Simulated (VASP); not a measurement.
GaP, 2 atoms in the cell. It takes space group F-43m (No. 216, cubic). The conventional cell has a = 5.451 Å, b = 5.451 Å, c = 5.451 Å, α = 90.00°, β = 90.00°, γ = 90.00°. Within 3.1 Å of Ga (site symmetry -43m) lie 4 P at 2.36 Å. P (site symmetry -43m) has 4 Ga at 2.36 Å within 3.1 Å. 

```yaml
Program: VASP 6.6.1
Task: G0W0 quasiparticle levels
Functional: LDA
Potentials_or_basis: VASP PAW LDA potentials, release 64 (Ga_d_GW, P_GW)
Cutoff: 500 eV
k_mesh: 4 × 4 × 4
Occupations: gaussian, width 0.01 eV
Spin: no spin polarisation
Dipole_correction: no
GW_scheme: G0W0
GW_iterations: 1
Cutoff_of_the_response_function: 60
Frequency_points: 48
Empty_bands: 40
Further_INCAR_settings: ALGO = EVGW0; EDIFF = 1e-08; NBANDS = 49
```

Potentials or basis: VASP PAW LDA potentials, release 64 (Ga_d_GW, P_GW).

Run with:

```sh
$ cat potpaw_LDA.64/Ga_d_GW/POTCAR potpaw_LDA.64/P_GW/POTCAR > POTCAR
$ cp INCAR.step1 INCAR
$ mpirun -np 1 vasp_std > vasp.out
$ cp INCAR.step2 INCAR
$ mpirun -np 1 vasp_std > vasp.out
$ cp INCAR.step3 INCAR
$ mpirun -np 1 vasp_std > vasp.out
```

Hardware: 1 thread of Intel Xeon 6975P-C, with other jobs on the host.

Problem. How long does it take, and how much memory?

Solution. Wall time 73 s on 1 thread of Intel Xeon 6975P-C (shared host), peak memory 0.37 GiB. Counts: k points 8.
